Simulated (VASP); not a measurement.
AlAs (lda):

```
Al As
1.0
     0.00000    2.83790    2.83790
     2.83790    0.00000    2.83790
     2.83790    2.83790    0.00000
Al As
1 1
Direct
  0.00000 0.00000 0.00000
  0.25000 0.25000 0.25000
```

| Item | Value |
| --- | --- |
| Program | VASP 6.6.1 |
| Task | relaxation of cell and atoms |
| Functional | LDA |
| Potentials or basis | VASP PAW LDA potentials, release 64 (Al, As) |
| Cutoff | 500 eV |
| k mesh | 8 × 8 × 8 |
| Occupations | gaussian, width 0.02 eV |
| Spin | no spin polarisation |

At the start: pressure -1.5 GPa; volume 22.86 Å³/atom.

Question: Where does the relaxation end?

Answer: Over 3 steps the energy falls by 2.1 meV/atom and the volume is 22.40 Å³/atom (-2.0 %); space group F-43m (No. 216, to 0.05 Å).

The path:
```tsv
step	energy change (eV)	largest force (eV/Å)	pressure (GPa)	volume (Å³)
1	0.0000	0.0000	-1.47	45.71
2	-0.0031	0.0000	0.80	44.34
3	-0.0043	0.0000	0.00	44.80
```

Final structure:
```
Al As
1.0
     0.00000    2.81888    2.81888
     2.81888    0.00000    2.81888
     2.81888    2.81888    0.00000
Al As
1 1
Direct
  0.00000 0.00000 0.00000
  0.25000 0.25000 0.25000
```
